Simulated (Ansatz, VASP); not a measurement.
## Two plane-wave programs on Al4O

```
CELL_PARAMETERS angstrom
1.34262 -2.56365 0.00000
1.34262 2.56365 0.00000
0.00000 0.00000 11.46961
ATOMIC_POSITIONS crystal
Al 0.00000 0.00000 0.37684
Al 0.00000 0.00000 0.62316
Al 0.00000 0.00000 0.87121
Al 0.00000 0.00000 0.12879
O 0.50000 0.50000 0.00000
```

Alike in both runs: functional PBE; k mesh 16 × 16 × 4; occupations gaussian, width 0.1 eV; no spin polarisation.

Ansatz relaxed the structure, and its values are those at the end. VASP's run is a single point on that final structure, the one shown.

```csv
,VASP,Ansatz
version,VASP 6.6.1,Ansatz 0.2.0
potentials or method,"VASP PAW PBE potentials, release 64 (Al, O), cutoff 520 eV","scalar-relativistic, plane waves, PAW"
valence electrons in the cell,18,18
```

|  | VASP | Ansatz | Ansatz less VASP |
| --- | --- | --- | --- |
| gap on the k mesh at the Fermi level (eV) | none | none | - |
| pressure (GPa) | -0.1 | 0.0 | +0.07 |

A gap of «none» marks a metal or a gap that the smearing closes.
